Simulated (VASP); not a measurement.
Here is a VASP 6.6.1 calculation.

POSCAR

```
In3BAs4
1.0
    5.7786333301      0.0000000000      0.0000000000
    0.0000000000      5.7786333301      0.0000000000
    0.0000000000      0.0000000000      5.7786333301
B As In
1 4 3
Direct
    0.0000000000      0.0000000000      0.0000000000
    0.2165065071      0.2165065071      0.2165065071
    0.7834934929      0.7834934929      0.2165065071
    0.7834934929      0.2165065071      0.7834934929
    0.2165065071      0.7834934929      0.7834934929
    0.5000000000      0.5000000000      0.0000000000
    0.5000000000      0.0000000000      0.5000000000
    0.0000000000      0.5000000000      0.5000000000
```

Contents of INCAR.step1:

```
ALGO = Normal
EDIFF = 1E-4
ENCUT = 520
GGA = PE
ISMEAR = -1
LASPH = True
LCHARG = False
LREAL = False
LWAVE = True
NBANDS = 41
NELM = 60
PREC = Accurate
SIGMA = 0.02
```

The input INCAR.step2:

```
ALGO = Normal
EDIFF = 1E-7
ENCUT = 520
ISIF = 2
ISMEAR = -1
ISTART = 1
LASPH = True
LCHARG = False
LMIXTAU = True
LREAL = False
LWAVE = False
METAGGA = R2SCAN
NBANDS = 41
NELM = 60
PREC = Accurate
SIGMA = 0.02
```

File KPOINTS:

```
k-points
0
Gamma
  4 4 4
```

Potentials or basis: VASP PAW PBE potentials, release 64 (B, As, In_d).

Launch:

```bash
$ cat potpaw_PBE.64/B/POTCAR potpaw_PBE.64/As/POTCAR potpaw_PBE.64/In_d/POTCAR > POTCAR
$ cp INCAR.step1 INCAR
$ mpirun -np 1 vasp_std > vasp.out
$ cp INCAR.step2 INCAR
$ mpirun -np 1 vasp_std > vasp.out
```

Problem. Predict the band gap on the k mesh.

Solution. 0.33 eV (least direct gap 0.35 eV).

Problem. Estimate the largest force.

Solution. 0.005 eV/Å.

Problem. Estimate the pressure.

Solution. 0.0 GPa.

Forces in eV/Å, atoms in the order of the input:
```
B    0.000  0.000  0.000
As   0.003  0.003  0.003
As  -0.003 -0.003  0.003
As  -0.003  0.003 -0.003
As   0.003 -0.003 -0.003
In   0.000  0.000  0.000
In   0.000  0.000  0.000
In   0.000  0.000  0.000
```

Caveat: semilocal functionals underestimate gaps, and a narrow one can read as zero; the PAW data sets were made with another functional, which shifts forces and pressure a little; spin-orbit coupling is left out, which moves the levels of the heavy elements. A k mesh can miss the band edges.
